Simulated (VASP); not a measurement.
**Sb: single point with PBE**

Sb:

```xyz
1
Lattice="0.0000 2.3084 2.3084 2.3084 0.0000 2.3084 2.3084 2.3084 0.0000" Properties=species:S:1:pos:R:3 pbc="T T T"
Sb    0.0000    0.0000    0.0000
```

```json
{
  "Program": "VASP 6.6.1",
  "Task": "single point",
  "Functional": "PBE",
  "Potentials or basis": "VASP PAW PBE potentials, release 64 (Sb)",
  "Cutoff": "520 eV",
  "k mesh": "14 × 14 × 14",
  "Occupations": "fermi-dirac, width 0.1 eV",
  "Spin": "no spin polarisation"
}
```

The pressure is 8.2 GPa.

Levels at points of the mesh, in eV from the Fermi level:
| k point | band 1 | band 2 | band 3 | band 4 | band 5 | band 6 |
| --- | --- | --- | --- | --- | --- | --- |
| (0.00, 0.00, 0.00) | -13.70 | 5.98 | 5.98 | 5.98 | 10.19 | 10.22 |
| (0.50, 0.00, 0.00) | -9.43 | -6.45 | 4.05 | 4.05 | 8.75 | 9.29 |
| (0.50, 0.50, 0.00) | -7.53 | -5.46 | 0.36 | 0.36 | 4.20 | 4.53 |

It used 6.9 s of CPU time on 1 thread of Intel Xeon 6975P-C (shared host).

Caveat: spin-orbit coupling is left out, which moves the levels of the heavy elements.
